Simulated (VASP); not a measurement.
# GaN (P6_3mc) in VASP: a series of runs, part 2 of 3

VASP 6.6.1. Earlier steps stand in the parts before.

## (3) Single point, PBEsol (in-plane strain -0.01)

INCAR reads:

```
SYSTEM = GaN
ALGO = Normal
EDIFF = 1E-6
ENCUT = 520
GGA = PS
ISIF = 2
ISMEAR = 0
LASPH = .TRUE.
LCHARG = .FALSE.
LREAL = .FALSE.
LWAVE = .FALSE.
NBANDS = 26
NELM = 100
PREC = Accurate
SIGMA = 0.01
```

KPOINTS reads:

```
k-points
0
G
  8 8 4
  0 0 0
```

POSCAR reads:

```
GaN
1.0
    3.1507488495      0.0000000000      0.0000000000
   -1.5753744247      2.7286285446      0.0000000000
    0.0000000000      0.0000000000      5.2165226638
Ga N
2 2
Direct
    0.3333333333      0.6666666667     -0.0008061560
    0.6666666667      0.3333333333      0.4991938440
    0.3333333333      0.6666666667      0.3758061560
    0.6666666667      0.3333333333      0.8758061560
```

Potentials or basis: VASP PAW PBE potentials, release 64 (Ga_d, N).

The run is started by

```bash
$ cat potpaw_PBE.64/Ga_d/POTCAR potpaw_PBE.64/N/POTCAR > POTCAR
$ mpirun -np 1 vasp_std > vasp.out
```

OUTCAR:

```text
SYSTEM = GaN
   EDIFF = 1E-6
   ENCUT = 520
   GGA = PS
   ISIF = 2
   ISMEAR = 0
   LASPH = .TRUE.
   LREAL = .FALSE.
   NELM = 100
   PREC = Accurate

 ion  position               nearest neighbor table
   1  0.333  0.667  0.999-   4 1.93   4 1.93   4 1.93   3 1.96
   2  0.667  0.333  0.499-   3 1.93   3 1.93   3 1.93   4 1.96
   3  0.333  0.667  0.376-   2 1.93   2 1.93   2 1.93   1 1.96
   4  0.667  0.333  0.876-   1 1.93   1 1.93   1 1.93   2 1.96

  LATTYP: Found a hexagonal cell.
 ALAT       =     3.1507488495
 C/A-ratio  =     1.6556453443

  Lattice vectors:

 A1 = (   3.1507488495,   0.0000000000,   0.0000000000)
 A2 = (  -1.5753744247,   2.7286285446,   0.0000000000)
 A3 = (   0.0000000000,   0.0000000000,   5.2165226638)

Analysis of symmetry for initial positions (statically):
=====================================================================
 Subroutine PRICEL returns:
 Original cell was already a primitive cell.

 Routine SETGRP: Setting up the symmetry group for a
 hexagonal supercell.

 Subroutine GETGRP returns: Found 12 space group operations
 (whereof  6 operations were pure point group operations)
 out of a pool of 24 trial point group operations.

The static configuration has the point symmetry C_3v.
 The point group associated with its full space group is C_6v.

Analysis of symmetry for dynamics (positions and initial velocities):
=====================================================================
 Subroutine PRICEL returns:
 Original cell was already a primitive cell.

 Routine SETGRP: Setting up the symmetry group for a
 hexagonal supercell.

 Subroutine GETGRP returns: Found 12 space group operations
 (whereof  6 operations were pure point group operations)
 out of a pool of 24 trial point group operations.

The dynamic configuration has the point symmetry C_3v.
 The point group associated with its full space group is C_6v.

 Subroutine INISYM returns: Found 12 space group operations
 (whereof  6 operations are pure point group operations),
 and found     1 'primitive' translations

----------------------------------------------------------------------------------------

                                     Primitive cell

  volume of cell :      44.8476

  direct lattice vectors                    reciprocal lattice vectors
     3.150748849  0.000000000  0.000000000     0.317384866  0.183242238  0.000000000
    -1.575374425  2.728628545  0.000000000     0.000000000  0.366484475  0.000000000
     0.000000000  0.000000000  5.216522664     0.000000000  0.000000000  0.191698582

  length of vectors
     3.150748849  3.150748849  5.216522664     0.366484475  0.366484475  0.191698582

  position of ions in fractional coordinates (direct lattice)
     0.333333333  0.666666667  0.999193844
     0.666666667  0.333333333  0.499193844
     0.333333333  0.666666667  0.375806156
     0.666666667  0.333333333  0.875806156

  ion indices of the primitive-cell ions
   primitive index   ion index
                 1           1
                 2           2
                 3           3
                 4           4

----------------------------------------------------------------------------------------

 KPOINTS: k-points

Automatic generation of k-mesh.
 Grid dimensions read from file:
 generate k-points for:    8    8    4

 Generating k-lattice:

  Cartesian coordinates                     Fractional coordinates (reciprocal lattice)
     0.039673108  0.022905280  0.000000000     0.125000000  0.000000000  0.000000000
     0.000000000  0.045810559  0.000000000     0.000000000  0.125000000  0.000000000
     0.000000000  0.000000000  0.047924646     0.000000000  0.000000000  0.250000000

  Length of vectors
     0.045810559  0.045810559  0.047924646

  Shift w.r.t. Gamma in fractional coordinates (k-lattice)
     0.000000000  0.000000000  0.000000000

 Subroutine IBZKPT returns following result:
 ===========================================

 Found     30 irreducible k-points:

 Following reciprocal coordinates:
            Coordinates               Weight
  0.000000  0.000000  0.000000      1.000000
  0.125000 -0.000000  0.000000      6.000000
  0.250000 -0.000000  0.000000      6.000000
  0.375000  0.000000  0.000000      6.000000
  0.500000 -0.000000  0.000000      3.000000
  0.125000  0.125000  0.000000      6.000000
[... 16 lines left out ...]
  0.250000 -0.000000  0.500000      6.000000
  0.375000  0.000000  0.500000      6.000000
 [... further k-points ...]
   k-points           NKPTS =     30   k-points in BZ     NKDIM =     30   number of bands    NBANDS=     26
   number of dos      NEDOS =    301   number of ions     NIONS =      4
   total plane-waves  NPLWV =  23040
   dimension x,y,z NGX =    24 NGY =   24 NGZ =   40
   dimension x,y,z NGXF=    48 NGYF=   48 NGZF=   80
   ions per type =               2   2
   NGX,Y,Z   is equivalent  to a cutoff of  12.66, 12.66, 12.75 a.u.
   NGXF,Y,Z  is equivalent  to a cutoff of  25.33, 25.33, 25.50 a.u.
 SYSTEM =  GaN
   PREC   = accura    normal or accurate (medium, high low for compatibility)
   ISTART =      0    job   : 0-new  1-cont  2-samecut
   ICHARG =      2    charge: 1-file 2-atom 10-const
   ISPIN  =      1    spin polarized calculation?
   LNONCOLLINEAR =      F non collinear calculations
   LSORBIT =      F    spin-orbit coupling
   LASPH  =      T    aspherical Exc in radial PAW
   ENCUT  =  520.0 eV  38.22 Ry    6.18 a.u.   5.86  5.86  9.70*2*pi/ulx,y,z
   NELM   =    100;   NELMIN=  2; NELMDL= -5     # of ELM steps
   EDIFF  = 0.1E-05   stopping-criterion for ELM
   LREAL  =      F    real-space projection
   EDIFFG = 0.1E-04   stopping-criterion for IOM
   NSW    =      0    number of steps for IOM
   IBRION =     -1    ionic relax: 0-MD 1-quasi-New 2-CG
   NFREE  =      0    steps in history (QN), initial steepest desc. (CG)
   ISIF   =      2    stress and relaxation
   ISYM   =      2    0-nonsym 1-usesym 2-fastsym
   POTIM  = 0.5000    time-step for ionic-motion
   TEBEG  =    0.0;   TEEND  =   0.0 temperature during run
   PSTRESS=    0.0 pullay stress
   NELECT =      36.0000    total number of electrons
   NUPDOWN=      -1.0000    fix difference up-down
   EMIN   =  10.00;   EMAX   =-10.00  energy-range for DOS
   EFERMI =   0.00;   METHOD = LEGACY
   ISMEAR =     0;   SIGMA  =   0.01  broadening in eV -4-tet -1-fermi 0-gaus
   EFERMI_NEDOS =   21; number of points for ismear=-14 and -15
   IALGO  =     38    algorithm
   IMIX   =      4    mixing-type and parameters
     AMIX     =   0.40;   BMIX     =  1.00
     AMIX_MAG =   1.60;   BMIX_MAG =  1.00
  volume/ion in A,a.u.               =      11.21        75.66
  Fermi-wavevector in a.u.,A,eV,Ry     =   1.521467  2.875156 31.495611  2.314862
  Thomas-Fermi vector in A             =   2.630178
   LORBIT       =      0    0 simple, 1 ext, 2 COOP (PROOUT), +10 PAW based schemes
   GGA     = PS    functional components
   LHFCALC =     F    Hartree Fock is set to
   AEXX    =    0.0000 exact exchange contribution
   IVDW    =     0    specifies the selected vdW correction
   LEPSILON=     F    determine dielectric tensor
   LRPA    =     F    only Hartree local field effects (RPA)
 non-spin polarized calculation
 Gauss-broadening in eV      SIGMA  =   0.01
  energy-cutoff  :      520.00
  volume of cell :       44.85
 maximum number of plane-waves:      1232
 NGX is ok and might be reduce to    24
   NGX = 11   NGY = 11   NGZ = 19

 number of electron      36.0000010 magnetization

 Free energy of the ion-electron system (eV)
  ---------------------------------------------------
  ext. energy  EPLUGINS =         0.00000000
  ---------------------------------------------------
  free energy    TOTEN  =       -26.25372265 eV

  energy without entropy =      -26.25372265  energy(sigma->0) =      -26.25372265

 E-fermi :   5.5247     XC(G=0): -12.0055

 val. band max:        5.4121752794   @ k =   0.0000   0.0000   0.0000
 cond. band min:       7.3510387276   @ k =   0.0000   0.0000   0.0000
 fundamental gap:      1.9388634482
 Fermi energy:         5.5247011629

 k-point     1 :       0.0000    0.0000    0.0000
  band No.  band energies     occupation
      1     -10.7504      2.00000
      2      -9.7520      2.00000
      3      -8.0277      2.00000
      4      -8.0163      2.00000
      5      -8.0163      2.00000
      6      -7.9542      2.00000
[... 18 lines left out ...]
     25      17.2341      0.00000
     26      17.2341      0.00000
[... 644 lines left out ...]
      4      -7.9533      2.00000
      5      -7.8446      2.00000
      6      -7.8446      2.00000
[... 18 lines left out ...]
     25      17.6105      0.00000
     26      17.6105      0.00000

 [... further k-points ...]
[... 5 lines left out ...]
  --------------------------------------------------------------------------------------
  -------------------------------------------------------------------------------------
  Total        1.3281778      1.3281778     -0.4330569      0.0000000     -0.0000000      0.0000000
  in kB       47.4490478     47.4490478    -15.4709229      0.0000000     -0.0000000      0.0000000
  external PRESSURE =      26.4757243 kB  Pullay stress =       0.0000000 kB

 VOLUME and BASIS-vectors are now :
 -----------------------------------------------------------------------------
  energy-cutoff  :      520.00
  volume of cell :       44.85
      direct lattice vectors                 reciprocal lattice vectors
     3.150748849  0.000000000  0.000000000     0.317384866  0.183242238  0.000000000
    -1.575374425  2.728628545  0.000000000     0.000000000  0.366484475  0.000000000
     0.000000000  0.000000000  5.216522664     0.000000000  0.000000000  0.191698582

 POSITION                                       TOTAL-FORCE (eV/Angst)
 -----------------------------------------------------------------------------------
     -0.00000      1.81909      5.21232         0.000000     -0.000000      0.163705
      1.57537      0.90954      2.60406         0.000000      0.000000      0.163705
     -0.00000      1.81909      1.96040        -0.000000      0.000000     -0.163705
      1.57537      0.90954      4.56866        -0.000000     -0.000000     -0.163705
 -----------------------------------------------------------------------------------
    total drift:                               -0.000001     -0.000001     -0.000203

  FREE ENERGIE OF THE ION-ELECTRON SYSTEM (eV)
  ---------------------------------------------------
  free  energy   TOTEN  =       -26.2537226529 eV

  energy  without entropy=      -26.2537226529  energy(sigma->0) =      -26.25372265
```

OSZICAR:

```text
N       E                     dE             d eps       ncg     rms          rms(c)
DAV:   1     0.273149707685E+03    0.27315E+03   -0.17562E+04  1746   0.257E+03
DAV:   2     0.497498905384E+01   -0.26817E+03   -0.25415E+03  1704   0.491E+02
DAV:   3    -0.288118527222E+02   -0.33787E+02   -0.33108E+02  1848   0.140E+02
DAV:   4    -0.299284220907E+02   -0.11166E+01   -0.11121E+01  1876   0.273E+01
DAV:   5    -0.299496567709E+02   -0.21235E-01   -0.21221E-01  1882   0.358E+00    0.103E+01
DAV:   6    -0.262452145612E+02    0.37044E+01   -0.88311E+00  2630   0.493E+01    0.309E+00
DAV:   7    -0.262974974303E+02   -0.52283E-01   -0.12607E+00  1622   0.807E+00    0.264E+00
DAV:   8    -0.262730855133E+02    0.24412E-01   -0.18217E-01  2604   0.510E+00    0.106E+00
DAV:   9    -0.262532587445E+02    0.19827E-01   -0.57277E-02  2504   0.393E+00    0.334E-01
DAV:  10    -0.262538139231E+02   -0.55518E-03   -0.47938E-03  1646   0.493E-01    0.108E-01
DAV:  11    -0.262537280757E+02    0.85847E-04   -0.59198E-04  2376   0.464E-01    0.572E-02
DAV:  12    -0.262537407466E+02   -0.12671E-04   -0.77954E-05  1654   0.597E-02    0.757E-02
DAV:  13    -0.262537263569E+02    0.14390E-04   -0.14679E-05  1890   0.454E-02    0.414E-02
DAV:  14    -0.262537233348E+02    0.30221E-05   -0.63525E-06  2126   0.205E-02    0.214E-02
DAV:  15    -0.262537226529E+02    0.68189E-06   -0.56650E-07   896   0.782E-03
   1 F= -.26253723E+02 E0= -.26253723E+02  d E =-.450057E-59
```

Run time: 19 s. Hardware: 1 thread of Intel Xeon 6975P-C (Granite Rapids), shared host; peak memory 0.17 GiB.

Results:

```yaml
Free_energy: -26.2537 eV
Pressure: 2.6 GPa
Largest_force: 0.164 eV/Å
Band_gap_on_the_k_mesh: 1.94 eV, direct
```

Forces on the atoms (eV/Å):
```
Ga   0.000  0.000  0.164
Ga   0.000  0.000  0.164
N    0.000  0.000 -0.164
N    0.000  0.000 -0.164
```

Levels at points of the mesh, in eV from the valence-band top:
| k point | band 14 | band 15 | band 16 | band 17 | band 18 | band 19 | band 20 | band 21 | band 22 | band 23 |
| --- | --- | --- | --- | --- | --- | --- | --- | --- | --- | --- |
| (0.00, 0.00, 0.00) | -1.01 | -1.01 | -0.10 | 0.00 | 0.00 | 1.94 | 4.44 | 9.06 | 10.03 | 10.03 |
| (0.50, 0.00, 0.00) | -5.49 | -4.33 | -2.79 | -2.31 | -1.07 | 5.07 | 5.56 | 5.87 | 8.62 | 10.22 |
| (0.00, 0.00, 0.50) | -4.01 | -0.52 | -0.52 | -0.52 | -0.52 | 4.34 | 4.34 | 8.35 | 8.35 | 10.54 |
| (0.50, 0.00, 0.50) | -6.78 | -2.03 | -2.03 | -2.00 | -2.00 | 4.29 | 4.29 | 7.74 | 7.74 | 9.93 |

Caveat: the cell differs from its parent crystal (in-plane strain -0.01); the PAW data sets were made with another functional, which shifts forces and pressure a little.

(Continued in part 3 of 3.)
